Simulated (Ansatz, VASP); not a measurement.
# One calculation of Hf, two programs

POSCAR

```
Hf
1.0
   -1.7147500000      1.7147500000      1.8952500000
    1.7147500000     -1.7147500000      1.8952500000
    1.7147500000      1.7147500000     -1.8952500000
Hf
1
Direct
    0.0000000000      0.0000000000      0.0000000000
```

The input INCAR.step1:

```
PREC     = Accurate       # precision mode
ENCUT    = 520            # plane-wave cutoff, eV
ISMEAR   = 0              # smearing method
SIGMA    = 0.15           # smearing width, eV
LREAL    = False          # projectors in reciprocal space
LASPH    = True           # aspherical terms in the spheres
NELM     = 100            # most SCF steps
NBANDS   = 11             # bands
GGA      = PE             # functional
ALGO     = Normal         # electronic algorithm
EDIFF    = 1E-4           # SCF threshold, eV
LWAVE    = True           # write WAVECAR
LCHARG   = False          # write CHGCAR
```

Contents of INCAR.step2:

```
PREC     = Accurate       # precision mode
ENCUT    = 520            # plane-wave cutoff, eV
EDIFF    = 1E-7           # SCF threshold, eV
ISMEAR   = 0              # smearing method
SIGMA    = 0.15           # smearing width, eV
LREAL    = False          # projectors in reciprocal space
LASPH    = True           # aspherical terms in the spheres
NELM     = 100            # most SCF steps
ALGO     = Normal         # electronic algorithm
ISIF     = 2              # what is computed and relaxed
LWAVE    = False          # write WAVECAR
LCHARG   = True           # write CHGCAR
METAGGA  = R2SCAN         # meta-GGA
LMIXTAU  = True         
LELF     = True           # ELF
LVHAR    = True         
NBANDS   = 11             # bands
ISTART   = 1
```

The input KPOINTS:

```
Automatic mesh
0
Gamma
  18 18 18
```

Input for Ansatz:

```yaml
crystal:
  lattice:
    - [-1.71475, 1.71475, 1.89525]
    - [1.71475, -1.71475, 1.89525]
    - [1.71475, 1.71475, -1.89525]
  atoms:
    - { symbol: Hf, position: [0.0, 0.0, 0.0] }
basis:
  ecutwfc: 500
kpoints:
  mp_grid: { grid: [18, 18, 18] }
hamiltonian:
  xc: r2scan
scf:
  occupations: { method: gaussian, width: 0.15 }
output:
  forces: true
  stress: true
  eigenvalues: true
```

Change from the starting cell: strain -0.050 along x and y, +0.050 along z, atoms carried along.

Alike in both runs: task single point; functional r2SCAN; k mesh 18 × 18 × 18; occupations gaussian, width 0.15 eV; no spin polarisation.

|  | VASP | Ansatz |
| --- | --- | --- |
| version | VASP 6.6.1 | Ansatz 0.2.0 |
| potentials or method | VASP PAW PBE potentials, release 64 (Hf_pv), cutoff 520 eV | scalar-relativistic, plane waves, PAW |
| valence electrons in the cell | 10 | 26 |

|  | VASP | Ansatz | Ansatz less VASP |
| --- | --- | --- | --- |
| gap on the k mesh at the Fermi level (eV) | none | none | - |
| pressure (GPa) | -0.4 | 0.0 | +0.43 |
| traceless stress, the component that is largest in VASP (GPa) | 3.42 | 3.27 | -0.148 |

VASP's potentials were made for PBE, not for r2SCAN. A gap of «none» marks a metal or a gap that the smearing closes. The functional is the same, so the differences come from potentials, cutoffs and numerics. VASP's potentials hold 10 valence electrons a cell and Ansatz's 26, so a difference there can come from the potentials and not from the codes.

Neither program's run includes spin-orbit coupling.
